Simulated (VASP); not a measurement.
A run of VASP 6.6.1 is set up as follows.

Contents of INCAR:

```
SYSTEM = PbSe
  PREC = Accurate
  ENCUT = 520
  EDIFF = 1E-6
  ISMEAR = 0
  SIGMA = 0.01
  LREAL = .FALSE.
  LASPH = .TRUE.
  NELM = 60
  ALGO = Normal
  ISIF = 2
  LWAVE = .FALSE.
  LCHARG = .FALSE.
  GGA = PE
  NBANDS = 17
```

Contents of KPOINTS:

```
regular mesh
0
G
  8 8 8
  0 0 0
```

Contents of POSCAR:

```
PbSe
1.0
    0.0000000000      3.0887022195      3.0887022195
    3.0887022195      0.0000000000      3.0887022195
    3.0887022195      3.0887022195      0.0000000000
Pb Se
1 1
Direct
    0.0000000000      0.0000000000      0.0000000000
    0.5000000000      0.5000000000      0.5000000000
```

Potentials or basis: VASP PAW PBE potentials, release 64 (Pb_d, Se).

The run is started by

```console
$ cat potpaw_PBE.64/Pb_d/POTCAR potpaw_PBE.64/Se/POTCAR > POTCAR
$ mpirun -np 1 vasp_std > vasp.out
```

Q: Estimate the pressure.

A: 0.9 GPa.

Q: Estimate the band gap on the k mesh.

A: 0.38 eV, direct.

Caveat: spin-orbit coupling is left out, which moves the levels of the heavy elements. A k mesh can miss the band edges.
